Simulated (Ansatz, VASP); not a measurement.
## Two plane-wave programs on TaN

```
CELL_PARAMETERS angstrom
0.00000 2.17900 2.23347
2.17900 0.00000 2.23347
2.17900 2.17900 0.00000
ATOMIC_POSITIONS crystal
Ta 0.50000 0.50000 0.50000
N 0.00000 0.00000 0.00000
```

Change from the starting cell: strain +0.000 along x and y, +0.025 along z, atoms carried along.

Alike in both runs: task single point; functional PBE; k mesh 18 × 18 × 18; occupations gaussian, width 0.15 eV; no spin polarisation.

```csv
,VASP,Ansatz
version,VASP 6.6.1,Ansatz 0.2.0
potentials or method,"VASP PAW PBE potentials, release 64 (Ta_pv, N), cutoff 600 eV","scalar-relativistic, plane waves, PAW"
valence electrons in the cell,16,18
```

```tsv
	VASP	Ansatz	Ansatz less VASP
gap on the k mesh at the Fermi level (eV)	none	none	-
pressure (GPa)	6.6	5.9	-0.75
traceless stress, the component that is largest in VASP (GPa)	-9.67	-9.62	+0.051
```

A gap of «none» marks a metal or a gap that the smearing closes. The functional is the same, so the differences come from potentials, cutoffs and numerics. VASP's potentials hold 16 valence electrons a cell and Ansatz's 18, so a difference there can come from the potentials and not from the codes.

Spin-orbit coupling is off throughout.
